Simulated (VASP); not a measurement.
AlN:

```xyz
2
Lattice="0.0000 2.1849 2.1849 2.1849 0.0000 2.1849 2.1849 2.1849 0.0000" Properties=species:S:1:pos:R:3 pbc="T T T"
Al    0.0000    0.0000    0.0000
N     3.2773    3.2773    3.2773
```

Base run:

| Item | Value |
| --- | --- |
| Program | VASP 6.6.1 |
| Functional | HF |
| Potentials or basis | VASP PAW PBE potentials, release 64 (Al, N) |
| Cutoff | 520 eV |
| k mesh | 8 × 8 × 8 |
| Occupations | gaussian, width 0.01 eV |
| Spin | no spin polarisation |

Its results: band gap on the k mesh 12.19 eV, indirect (least direct gap 12.28 eV); pressure -1.7 GPa.

**Question.** The run is repeated on the same cell with these changes: functional from HF to HSE06. What comes out?

**Answer.** Band gap on the k mesh 4.55 eV, indirect (least direct gap 5.54 eV); pressure -0.8 GPa.

Caveats: the PAW data sets were made with another functional, which shifts forces and pressure a little.

A k mesh can miss the band edges.
